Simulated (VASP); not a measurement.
# SiNi3 (Pm-3m) in VASP: notebook

Runs on SiNi3. Level: r2SCAN. Tasks: single point.

Program: VASP 6.6.1. These are calculated values, not measurements. Logs are shortened: lines on timing, memory, paths and dates and some standing lists are left out, and cuts for length are marked.

## (1) The cell of the first run

It takes space group Pm-3m (No. 221, cubic). Conventional cell: a = 3.518 Å, b = 3.518 Å, c = 3.518 Å, α = 90.00°, β = 90.00°, γ = 90.00°. Within 3.3 Å of Ni (site symmetry 4/mmm) lie 8 Ni at 2.49 Å and 4 Si at 2.49 Å. Within 3.3 Å of Si (site symmetry m-3m) lie 12 Ni at 2.49 Å.

## (2) Single point, r2SCAN, collinear spin, ferromagnetic start

POSCAR

```
SiNi3
1.0
    3.5182274716      0.0000000000      0.0000000000
    0.0000000000      3.5182274716      0.0000000000
    0.0000000000      0.0000000000      3.5182274716
Ni Si
3 1
Direct
    0.5000000000      0.5000000000      0.0000000000
    0.5000000000      0.0000000000      0.5000000000
    0.0000000000      0.5000000000      0.5000000000
    0.0000000000      0.0000000000      0.0000000000
```

INCAR.step1

```
SYSTEM = SiNi3
PREC = Accurate
ENCUT = 520
ISMEAR = -1
SIGMA = 0.05
LREAL = .FALSE.
LASPH = .TRUE.
NELM = 150
ISPIN = 2
MAGMOM = 1 1 1 0
LMAXMIX = 4
NBANDS = 29
GGA = PE
ALGO = Normal
EDIFF = 1E-4
LWAVE = .TRUE.
LCHARG = .FALSE.
```

INCAR.step2

```
SYSTEM = SiNi3
PREC = Accurate
ENCUT = 520
EDIFF = 1E-6
ISMEAR = -1
SIGMA = 0.05
LREAL = .FALSE.
LASPH = .TRUE.
NELM = 150
ALGO = Normal
ISIF = 2
LWAVE = .FALSE.
LCHARG = .FALSE.
ISPIN = 2
MAGMOM = 1 1 1 0
LORBIT = 11
LMAXMIX = 4
METAGGA = R2SCAN
LMIXTAU = .TRUE.
NBANDS = 29
ISTART = 1
```

KPOINTS

```
regular mesh
0
G
  8 8 8
  0 0 0
```

Potentials or basis: VASP PAW PBE potentials, release 64 (Ni, Si).

Launch:

```console
$ cat potpaw_PBE.64/Ni/POTCAR potpaw_PBE.64/Si/POTCAR > POTCAR
$ cp INCAR.step1 INCAR
$ mpirun -np 1 vasp_std > vasp.out
$ cp INCAR.step2 INCAR
$ mpirun -np 1 vasp_std > vasp.out
```

OUTCAR:

```text
SYSTEM = SiNi3
   PREC = Accurate
   ENCUT = 520
   EDIFF = 1E-6
   ISMEAR = -1
   LREAL = .FALSE.
   LASPH = .TRUE.
   NELM = 150
   ISIF = 2
   ISPIN = 2
   LORBIT = 11
   METAGGA = R2SCAN
   ISTART = 1

 ion  position               nearest neighbor table
   1  0.500  0.500  0.000-   2 2.49   3 2.49   4 2.49   2 2.49   3 2.49   2 2.49   4 2.49   2 2.49
                             3 2.49   4 2.49   3 2.49   4 2.49
   2  0.500  0.000  0.500-   1 2.49   3 2.49   4 2.49   1 2.49   4 2.49   1 2.49   3 2.49   1 2.49
                             3 2.49   4 2.49   4 2.49   3 2.49
   3  0.000  0.500  0.500-   1 2.49   2 2.49   4 2.49   1 2.49   4 2.49   2 2.49   4 2.49   4 2.49
                             1 2.49   2 2.49   1 2.49   2 2.49
   4  0.000  0.000  0.000-   1 2.49   2 2.49   3 2.49   2 2.49   3 2.49   1 2.49   3 2.49   3 2.49
                             1 2.49   2 2.49   2 2.49   1 2.49

  LATTYP: Found a simple cubic cell.
 ALAT       =     3.5182274716

  Lattice vectors:

 A1 = (   3.5182274716,   0.0000000000,   0.0000000000)
 A2 = (   0.0000000000,   3.5182274716,   0.0000000000)
 A3 = (   0.0000000000,   0.0000000000,   3.5182274716)

Analysis of symmetry for initial positions (statically):
=====================================================================
 Subroutine PRICEL returns:
 Original cell was already a primitive cell.

 Routine SETGRP: Setting up the symmetry group for a
 simple cubic supercell.

 Subroutine GETGRP returns: Found 48 space group operations
 (whereof 48 operations were pure point group operations)
 out of a pool of 48 trial point group operations.

The static configuration has the point symmetry O_h .

Analysis of symmetry for dynamics (positions and initial velocities):
=====================================================================
 Subroutine PRICEL returns:
 Original cell was already a primitive cell.

 Routine SETGRP: Setting up the symmetry group for a
 simple cubic supercell.

 Subroutine GETGRP returns: Found 48 space group operations
 (whereof 48 operations were pure point group operations)
 out of a pool of 48 trial point group operations.

The dynamic configuration has the point symmetry O_h .

Analysis of structural, dynamic, and magnetic symmetry:
=====================================================================
 Subroutine PRICEL returns:
 Original cell was already a primitive cell.

 Routine SETGRP: Setting up the symmetry group for a
 simple cubic supercell.

 Subroutine GETGRP returns: Found 48 space group operations
 (whereof 48 operations were pure point group operations)
[... 129 lines left out ...]
  Thomas-Fermi vector in A             =   2.618037
   LORBIT       =     11    0 simple, 1 ext, 2 COOP (PROOUT), +10 PAW based schemes
   METAGGA = R2SCAN    functional components
   LHFCALC =     F    Hartree Fock is set to
   AEXX    =    0.0000 exact exchange contribution
   IVDW    =     0    specifies the selected vdW correction
   LEPSILON=     F    determine dielectric tensor
   LRPA    =     F    only Hartree local field effects (RPA)
 spin polarized calculation
  energy-cutoff  :      520.00
  volume of cell :       43.55
 maximum number of plane-waves:      1208
 NGX is ok and might be reduce to    28
   NGX = 13   NGY = 13   NGZ = 13

 number of electron      33.9999980 magnetization      -0.0078272

 Free energy of the ion-electron system (eV)
  ---------------------------------------------------
  ext. energy  EPLUGINS =         0.00000000
  ---------------------------------------------------
  free energy    TOTEN  =       -46.32192741 eV

  energy without entropy =      -46.30305315  energy(sigma->0) =      -46.31249028

 E-fermi :  10.3268     XC(G=0): -14.1215

 val. band max:       10.3208077244   @ k =   0.5000   0.3750   0.3750
 cond. band min:      10.3268044029   @ k =   0.5000   0.3750   0.3750
 fundamental gap:      0.0059966785
 Fermi energy:        10.3267854441

 spin component 1

 k-point     1 :       0.0000    0.0000    0.0000
  band No.  band energies     occupation
      1      -2.0807      1.00000
      2       5.3232      1.00000
      3       6.1943      1.00000
      4       6.1943      1.00000
      5       6.7427      1.00000
      6       6.7427      1.00000
[... 757 lines left out ...]
     28      25.8025      0.00000
     29      28.2458      0.00000

 [... further k-points ...]

 spin component 2

 k-point     1 :       0.0000    0.0000    0.0000
  band No.  band energies     occupation
      1      -2.0795      1.00000
      2       5.3231      1.00000
      3       6.1922      1.00000
      4       6.1922      1.00000
      5       6.7379      1.00000
      6       6.7379      1.00000
[... 757 lines left out ...]
     28      25.8022      0.00000
     29      28.2460      0.00000

 [... further k-points ...]
[... 5 lines left out ...]
  --------------------------------------------------------------------------------------
  -------------------------------------------------------------------------------------
  Total       -2.5949913     -2.5949913     -2.5949913     -0.0000000     -0.0000000      0.0000000
  in kB      -95.4717199    -95.4717199    -95.4717199     -0.0000000     -0.0000000      0.0000000
  external PRESSURE =     -95.4717199 kB  Pullay stress =       0.0000000 kB

 VOLUME and BASIS-vectors are now :
 -----------------------------------------------------------------------------
  energy-cutoff  :      520.00
  volume of cell :       43.55
      direct lattice vectors                 reciprocal lattice vectors
     3.518227472  0.000000000  0.000000000     0.284234038  0.000000000  0.000000000
     0.000000000  3.518227472  0.000000000     0.000000000  0.284234038  0.000000000
     0.000000000  0.000000000  3.518227472     0.000000000  0.000000000  0.284234038

 POSITION                                       TOTAL-FORCE (eV/Angst)
 -----------------------------------------------------------------------------------
      1.75911      1.75911      0.00000         0.000000      0.000000      0.000000
      1.75911      0.00000      1.75911         0.000000      0.000000      0.000000
      0.00000      1.75911      1.75911         0.000000      0.000000      0.000000
      0.00000      0.00000      0.00000         0.000000      0.000000      0.000000
 -----------------------------------------------------------------------------------
    total drift:                                0.000000      0.000000      0.000000

  FREE ENERGIE OF THE ION-ELECTRON SYSTEM (eV)
  ---------------------------------------------------
  free  energy   TOTEN  =       -46.3219274092 eV

  energy  without entropy=      -46.3030531492  energy(sigma->0) =      -46.31249028

 total charge

# of ion       s       p       d       tot
------------------------------------------
    1        0.491   0.580   8.415   9.486
    2        0.491   0.580   8.415   9.486
    3        0.491   0.580   8.415   9.486
    4        0.717   0.826   0.000   1.543
--------------------------------------------------
tot          2.190   2.566  25.246  30.002

 magnetization (x)

# of ion       s       p       d       tot
------------------------------------------
    1        0.000   0.000  -0.003  -0.003
    2        0.000   0.000  -0.003  -0.003
    3        0.000   0.000  -0.003  -0.003
    4        0.000   0.000   0.000   0.000
--------------------------------------------------
tot          0.000   0.001  -0.010  -0.009
```

OUTCAR.step1:

```text
SYSTEM = SiNi3
   PREC = Accurate
   ENCUT = 520
   ISMEAR = -1
   LREAL = .FALSE.
   LASPH = .TRUE.
[... 1791 lines left out ...]
      1.75911      0.00000      1.75911         0.000000      0.000000      0.000000
      0.00000      1.75911      1.75911         0.000000      0.000000      0.000000
      0.00000      0.00000      0.00000         0.000000      0.000000      0.000000
 -----------------------------------------------------------------------------------
    total drift:                                0.000000      0.000000      0.000000

  FREE ENERGIE OF THE ION-ELECTRON SYSTEM (eV)
  ---------------------------------------------------
  free  energy   TOTEN  =       -23.6850101918 eV

  energy  without entropy=      -23.6667013869  energy(sigma->0) =      -23.67585579
```

OSZICAR.step1:

```text
N       E                     dE             d eps       ncg     rms          rms(c)
DAV:   1     0.208584042218E+03    0.20858E+03   -0.14595E+04  4140   0.154E+03
DAV:   2    -0.131176143899E+02   -0.22170E+03   -0.20573E+03  4080   0.302E+02
DAV:   3    -0.269122782169E+02   -0.13795E+02   -0.13002E+02  4580   0.916E+01
DAV:   4    -0.271574031654E+02   -0.24512E+00   -0.24457E+00  4565   0.117E+01
DAV:   5    -0.271644521773E+02   -0.70490E-02   -0.70484E-02  4976   0.176E+00    0.202E+01
DAV:   6    -0.275035130776E+02   -0.33906E+00   -0.25530E+01  4882   0.913E+01    0.186E+01
DAV:   7    -0.237510726708E+02    0.37524E+01   -0.95787E+00  4962   0.512E+01    0.386E+00
DAV:   8    -0.236987010703E+02    0.52372E-01   -0.24117E-01  4959   0.398E+00    0.150E+00
DAV:   9    -0.236872409505E+02    0.11460E-01   -0.15037E-02  5895   0.136E+00    0.627E-01
DAV:  10    -0.236855591442E+02    0.16818E-02   -0.11356E-03  5120   0.316E-01    0.315E-01
DAV:  11    -0.236849574887E+02    0.60166E-03   -0.25200E-04  3977   0.266E-01    0.926E-02
DAV:  12    -0.236850101918E+02   -0.52703E-04   -0.10426E-04  2762   0.122E-01
   1 F= -.23685010E+02 E0= -.23675856E+02  d E =-.183088E-01  mag=    -0.0002
```

Run time: 2.7 min. Hardware: 1 thread of AMD EPYC 9R45 (Zen 5), shared host; peak memory 0.19 GiB.

Results:

- Free energy: -46.3219 eV
- Pressure: -9.5 GPa
- Band gap on the k mesh: zero (filled and empty bands overlap)
- Net moment: -0.01 μB per cell
- Valence electrons inside the program's atomic spheres: Ni 9.49; Si 1.54

Levels at points of the mesh, in eV from the Fermi level:
Spin up:
| k point | band 13 | band 14 | band 15 | band 16 | band 17 | band 18 | band 19 | band 20 | band 21 | band 22 |
| --- | --- | --- | --- | --- | --- | --- | --- | --- | --- | --- |
| (0.00, 0.00, 0.00) | -0.95 | -0.72 | -0.72 | -0.35 | 0.04 | 0.04 | 0.04 | 5.16 | 6.51 | 6.51 |
| (0.50, 0.00, 0.00) | -1.32 | -1.32 | -1.20 | -0.65 | 0.05 | 3.72 | 3.72 | 5.47 | 5.47 | 5.69 |
| (0.50, 0.50, 0.00) | -1.51 | -1.50 | -1.14 | -1.03 | -0.93 | 0.64 | 0.64 | 5.79 | 6.76 | 7.96 |
| (0.50, 0.50, 0.50) | -1.54 | -1.27 | -1.27 | -0.42 | -0.22 | -0.22 | -0.22 | 1.32 | 4.17 | 4.17 |
Spin down:
```csv
k point,band 13,band 14,band 15,band 16,band 17,band 18,band 19,band 20,band 21,band 22
"(0.00, 0.00, 0.00)",-0.95,-0.72,-0.72,-0.35,0.04,0.04,0.04,5.16,6.51,6.51
"(0.50, 0.00, 0.00)",-1.32,-1.32,-1.20,-0.65,0.04,3.72,3.72,5.47,5.47,5.69
"(0.50, 0.50, 0.00)",-1.52,-1.50,-1.14,-1.04,-0.94,0.63,0.63,5.79,6.76,7.96
"(0.50, 0.50, 0.50)",-1.54,-1.28,-1.28,-0.42,-0.22,-0.22,-0.22,1.31,4.17,4.17
```

Caveat: the PAW data sets were made with another functional, which shifts forces and pressure a little.

## (3) Single point, r2SCAN, collinear spin, ferromagnetic start

This run uses another cell than the first one, of 11.11 Å³/atom, 1.020 times its volume.

POSCAR

```
SiNi3
1.0
    3.5420000000      0.0000000000      0.0000000000
    0.0000000000      3.5420000000      0.0000000000
    0.0000000000      0.0000000000      3.5420000000
Ni Si
3 1
Direct
    0.5000000000      0.5000000000      0.0000000000
    0.5000000000      0.0000000000      0.5000000000
    0.0000000000      0.5000000000      0.5000000000
    0.0000000000      0.0000000000      0.0000000000
```

INCAR.step1

```
  PREC = Accurate
  ENCUT = 520
  ISMEAR = -1
  SIGMA = 0.05
  LREAL = F
  LASPH = T
  NELM = 150
  ISPIN = 2
  MAGMOM = 1 1 1 0
  LMAXMIX = 4
  NBANDS = 29
  GGA = PE
  ALGO = Normal
  EDIFF = 1E-4
  LWAVE = T
  LCHARG = F
```

INCAR.step2

```
  PREC = Accurate
  ENCUT = 520
  EDIFF = 1E-6
  ISMEAR = -1
  SIGMA = 0.05
  LREAL = F
  LASPH = T
  NELM = 150
  ALGO = Normal
  ISIF = 2
  LWAVE = F
  LCHARG = T
  ISPIN = 2
  MAGMOM = 1 1 1 0
  LORBIT = 11
  LMAXMIX = 4
  METAGGA = R2SCAN
  LMIXTAU = T
  LELF = T
  LVHAR = T
  NBANDS = 29
  ISTART = 1
```

KPOINTS

```
regular mesh
0
Gamma
  8 8 8
```

Potentials or basis: VASP PAW PBE potentials, release 64 (Ni, Si).

Launch:

```console
$ cat potpaw_PBE.64/Ni/POTCAR potpaw_PBE.64/Si/POTCAR > POTCAR
$ cp INCAR.step1 INCAR
$ mpirun -np 1 vasp_std > vasp.out
$ cp INCAR.step2 INCAR
$ mpirun -np 1 vasp_std > vasp.out
```

Wall time 2.6 min (1 thread of AMD EPYC 9R45 (Zen 5), shared host); peak memory 0.19 GiB.

Results (log left out):

- Free energy: -46.2590 eV
- Pressure: -13.4 GPa
- Band gap on the k mesh: zero (filled and empty bands overlap)
- Net moment: 0.00 μB per cell
- Valence electrons inside the program's atomic spheres: Ni 9.45; Si 1.53

Levels at points of the mesh, in eV from the Fermi level:
Spin up:
```tsv
k point	band 13	band 14	band 15	band 16	band 17	band 18	band 19	band 20	band 21	band 22
(0.00, 0.00, 0.00)	-0.93	-0.70	-0.70	-0.34	0.04	0.04	0.04	4.97	6.42	6.42
(0.50, 0.00, 0.00)	-1.28	-1.28	-1.16	-0.63	0.04	3.64	3.64	5.42	5.42	5.53
(0.50, 0.50, 0.00)	-1.47	-1.46	-1.11	-1.00	-0.91	0.62	0.62	5.66	6.66	7.88
(0.50, 0.50, 0.50)	-1.49	-1.24	-1.24	-0.38	-0.21	-0.21	-0.21	1.23	4.08	4.08
```
Spin down:
| k point | band 13 | band 14 | band 15 | band 16 | band 17 | band 18 | band 19 | band 20 | band 21 | band 22 |
| --- | --- | --- | --- | --- | --- | --- | --- | --- | --- | --- |
| (0.00, 0.00, 0.00) | -0.93 | -0.70 | -0.70 | -0.35 | 0.03 | 0.03 | 0.03 | 4.97 | 6.42 | 6.42 |
| (0.50, 0.00, 0.00) | -1.28 | -1.28 | -1.17 | -0.63 | 0.04 | 3.64 | 3.64 | 5.42 | 5.42 | 5.53 |
| (0.50, 0.50, 0.00) | -1.47 | -1.46 | -1.11 | -1.01 | -0.91 | 0.61 | 0.61 | 5.66 | 6.66 | 7.88 |
| (0.50, 0.50, 0.50) | -1.49 | -1.24 | -1.24 | -0.38 | -0.22 | -0.22 | -0.22 | 1.22 | 4.08 | 4.08 |

Caveat: the PAW data sets were made with another functional, which shifts forces and pressure a little.
